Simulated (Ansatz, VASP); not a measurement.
**CsLiCr2Te2S3 in VASP and in Ansatz**

Contents of INCAR:

```
SYSTEM = CsLiCr2Te2S3
ALGO = Normal ; EDIFF = 1E-6
ENCUT = 520 ; GGA = PE
ISIF = 2 ; ISMEAR = -1
ISPIN = 2 ; LASPH = .TRUE.
LCHARG = .FALSE. ; LDAU = .TRUE.
LDAUJ = 0 0 0 0 0 ; LDAUL = -1 -1 2 -1 -1
LDAUPRINT = 1 ; LDAUTYPE = 2
LDAUU = 0 0 6 0 0 ; LMAXMIX = 4
LORBIT = 11 ; LREAL = .FALSE.
LWAVE = .FALSE. ; MAGMOM = 0 0 3 3 0 0 0 0 0
NBANDS = 47 ; NELM = 150
PREC = Accurate ; SIGMA = 0.05
```

KPOINTS

```
k-points
0
G
  4 4 4
  0 0 0
```

File POSCAR:

```
CsLiCr2Te2S3
1.0
    3.3192900000      1.9163900000      6.8798200000
   -3.3192900000      1.9163900000      6.8798200000
    0.0000000000     -3.8327900000      6.8798200000
Cs Li Cr Te S
1 1 2 2 3
Direct
    0.0000000000      0.0000000000      0.0000000000
    0.5000000000      0.5000000000      0.5000000000
    0.7984800000      0.7984800000      0.7984800000
    0.2015200000      0.2015200000      0.2015200000
    0.6799000000      0.6799000000      0.6799000000
    0.3201000000      0.3201000000      0.3201000000
    0.1362600000      0.8637400000      0.5000000000
    0.5000000000      0.1362600000      0.8637400000
    0.8637400000      0.5000000000      0.1362600000
```

Contents of input.yaml:

```yaml
crystal:
  lattice:
    - [3.31929, 1.91639, 6.87982]
    - [-3.31929, 1.91639, 6.87982]
    - [0.0, -3.83279, 6.87982]
  atoms:
    - { symbol: Cs, position: [0.0, 0.0, 0.0] }
    - { symbol: Li, position: [0.5, 0.5, 0.5] }
    - { symbol: Cr, position: [0.79848, 0.79848, 0.79848], spin: 3.0 }
    - { symbol: Cr, position: [0.20152, 0.20152, 0.20152], spin: 3.0 }
    - { symbol: Te, position: [0.6799, 0.6799, 0.6799] }
    - { symbol: Te, position: [0.3201, 0.3201, 0.3201] }
    - { symbol: S, position: [0.13626, 0.86374, 0.5] }
    - { symbol: S, position: [0.5, 0.13626, 0.86374] }
    - { symbol: S, position: [0.86374, 0.5, 0.13626] }
kpoints:
  mp_grid: { grid: [4, 4, 4] }
scf:
  occupations: { method: fermi_dirac, width: 0.05 }
hamiltonian:
  xc: pbe
  pseudopotentials: { kind: all_electron, lapw: { basis_error: 0.002 } }
  hubbard:
    sites: [{ species: Cr, l: d, u_eff: 6 }]
    double_counting: fll
    projectors: ortho-atomic
magnetization:
  spin_polarized: true
output:
  forces: true
  stress: true
  eigenvalues: true
  hubbard: {}
```

Alike in both runs: task single point; functional PBE; k mesh 4 × 4 × 4; occupations fermi-dirac, width 0.05 eV; collinear spin; Hubbard terms Cr d U = 6.0 eV.

|  | VASP | Ansatz |
| --- | --- | --- |
| version | VASP 6.6.1 | Ansatz 0.2.0 |
| potentials or method | VASP PAW PBE potentials, release 64 (Cs_sv, Li_sv, Cr_pv, Te, S), cutoff 520 eV | all-electron LAPW, scalar-relativistic |

VASP gave:

```
gap on the k mesh at the Fermi level (eV)                     : none
rms of the force components (eV/Å)                            : 0.567
net moment per atom (μB)                                      : 0.47
size of the moment on the site where the two differ most (μB) : 0.29
```

Problem. Which values does Ansatz return?

Solution. gap on the k mesh at the Fermi level (eV): none; rms of the force components (eV/Å): 0.663; net moment per atom (μB): 0.50; size of the moment on the site where the two differ most (μB): 0.33.

Site moments also hang on the region over which each program counts them. The programs project onto different local orbitals, so the same U acts differently, and such runs can settle in different states. Atom by atom the forces differ by 0.097 eV/Å (rms over components). A gap of «none» marks a metal or a gap that the smearing closes. Ansatz ran all-electron here, and VASP with PAW potentials.

Spin-orbit coupling is off throughout. Noted on VASP's run: the cutoff is under 1.25 times that of the potentials, so the pressure is a little rough. Noted on Ansatz's run: the k mesh is thin for a metal, which can move the energy by tens of meV per atom; the magnetic state may not be the lowest; U is the effective U less J, on atomic orbitals that reach past the spheres.
